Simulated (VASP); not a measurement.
Runs of VASP 6.6.1 on KCl. The structure is that of space group Pm-3m (No. 221), or close to it. The cells are those of the table. 

| level | cell | smearing | gap on the mesh (eV) | pressure (GPa) |
| --- | --- | --- | --- | --- |
| PBE | a = 3.758, b = 3.771, c = 3.771 Å, 2 atoms | fermi-dirac 0.02 eV | 5.03 | 1.2 |
| PBE | a = 3.663, b = 3.663, c = 3.771 Å, 2 atoms | fermi-dirac 0.02 eV | 5.24 | 2.7 |
| PBE | a = 3.771 Å, angles 90.0, 90.0, 89.2°, 2 atoms | fermi-dirac 0.02 eV | 5.03 | 1.1 |
| r2SCAN | a = 3.758, b = 3.771, c = 3.771 Å, 2 atoms | gaussian 0.01 eV | (a) | (b) |
| r2SCAN | a = 3.663, b = 3.663, c = 3.771 Å, 2 atoms | gaussian 0.01 eV | 6.03 | (c) |

Alike in all rows: task single point; potentials or basis VASP PAW PBE potentials, release 64 (K_sv, Cl); no spin polarisation; k mesh 8 × 8 × 8; cutoff (eV) 520.

Question: Estimate the missing entries.

Answer: (a) 5.81; (b) 0.0; (c) 1.5.

Caveats: the PAW data sets were made with another functional, which shifts forces and pressure a little (some runs).

A k mesh can miss the band edges.
